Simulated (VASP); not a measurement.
Input of a VASP 6.6.1 run:

File INCAR:

```
SYSTEM = BN
  PREC = Accurate
  ENCUT = 520
  EDIFF = 1E-6
  ISMEAR = 0
  SIGMA = 0.05
  LREAL = .False.
  LASPH = .True.
  NELM = 80
  ALGO = Normal
  ISIF = 2
  LWAVE = .False.
  LCHARG = .False.
  GGA = PE
  NBANDS = 36
```

KPOINTS

```
regular mesh
0
Gamma
  10 10 2
  0 0 0
```

The input POSCAR:

```
BN
1.0
   -2.5539396017      0.0000000000      0.0000000000
    1.2769698009     -2.2117765748      0.0000000000
   -3.1922968052      1.8430734197     12.6805650000
B N
6 6
Direct
    0.1424731903      0.8575268097      0.2290413333
   -0.1352934764      1.1352934764      0.5623746667
   -0.4130601431      1.4130601431      0.8957080000
    0.6146898569      0.3853101431      0.0623746667
    0.3369231903      0.6630768097      0.3957080000
    0.0591565236      0.9408434764      0.7290413333
    0.2464823631      0.7535176369      0.1042253333
   -0.0312843036      1.0312843036      0.4375586667
   -0.3090509703      1.3090509703      0.7708920000
   -0.1146009703      1.1146009703      0.9375586667
    0.4409323631      0.5590676369      0.2708920000
    0.1631656964      0.8368343036      0.6042253333
```

Potentials or basis: VASP PAW PBE potentials, release 64 (B, N).

The run is started by

```console
$ cat potpaw_PBE.64/B/POTCAR potpaw_PBE.64/N/POTCAR > POTCAR
$ mpirun -np 1 vasp_std > vasp.out
```

**Question.** Predict the largest force.

**Answer.** 2.982 eV/Å.

**Question.** Predict the band gap on the k mesh.

**Answer.** 3.72 eV, indirect (least direct gap 5.66 eV).

Stress tensor (GPa, compression positive):
```
 -4.07   4.16 -10.29
  4.16   0.73   5.94
-10.29   5.94   3.26
```

Caveat: forces of over 1 eV/Å act on the atoms, so gaps and moduli don't describe the material at rest. A k mesh can miss the band edges.
